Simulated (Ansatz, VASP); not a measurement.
One calculation of ZnCu, two programs

```
Zn Cu
1.0
     2.94500    0.00000    0.00000
     0.00000    2.94500    0.00000
     0.00000    0.00000    2.94500
Zn Cu
1 1
Direct
  0.50000 0.50000 0.50000
  0.00000 0.00000 0.00000
```

Alike in both runs: task relaxation of cell and atoms; functional PBEsol; k mesh 9 × 9 × 9; occupations fermi-dirac, width 0.05 eV; no spin polarisation.

```csv
,VASP,Ansatz
version,VASP 6.6.1,Ansatz 0.2.0
potentials or method,"VASP PAW PBE potentials, release 64 (Zn, Cu)",Ansatz PAW
plane-wave cutoff (eV),600,420
valence electrons in the cell,23,31
```

```tsv
	VASP	Ansatz	Ansatz less VASP
gap on the k mesh at the Fermi level, each at its own relaxed structure (eV)	none	none	-
relaxed volume (Å³/atom)	12.38	12.32	-0.063
relaxed cell length with the largest relative difference (Å)	2.915	2.910	-0.0049
```

VASP's potentials were made for PBE, not for PBEsol. A gap of «none» marks a metal or a gap that the smearing closes. VASP's potentials hold 23 valence electrons a cell and Ansatz's 31, so a difference there can come from the potentials and not from the codes.

Noted on Ansatz's run: the plane-wave basis is chosen anew once the cell has moved, so the energies of steps on either side of that aren't comparable.
